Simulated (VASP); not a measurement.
Here is a VASP 6.6.1 calculation.

INCAR

```
ALGO = Normal ; EDIFF = 1E-7
ENCUT = 520 ; GGA = PE
ISIF = 2 ; ISMEAR = 0
LASPH = T ; LCHARG = F
LREAL = F ; LWAVE = F
NBANDS = 26 ; NELM = 100
PREC = Accurate ; SIGMA = 0.05
```

File KPOINTS:

```
k-points
0
Gamma
  9 9 9
```

Contents of POSCAR:

```
GaP
1.0
    1.8658783245      1.0772653529      6.9740312177
   -1.8658783245      1.0772653529      6.9740312177
    0.0000000000     -2.1545307059      6.9740312176
Ga P
2 2
Direct
    0.4355841032      0.4355841032      0.4355841032
    0.5644158968      0.5644158968      0.5644158968
    0.0575077006      0.0575077006      0.0575077006
    0.9424922994      0.9424922994      0.9424922994
```

Potentials or basis: VASP PAW PBE potentials, release 64 (Ga_d, P).

The run is started by

```sh
$ cat potpaw_PBE.64/Ga_d/POTCAR potpaw_PBE.64/P/POTCAR > POTCAR
$ mpirun -np 1 vasp_std > vasp.out
```

**Question.** Estimate the band gap on the k mesh.

**Answer.** Zero (filled and empty bands touch).

**Question.** What does it give for the pressure?

**Answer.** 0.7 GPa.

Stress tensor (GPa, compression positive):
```
  7.00   0.00   0.00
  0.00   7.00   0.00
  0.00   0.00 -11.93
```
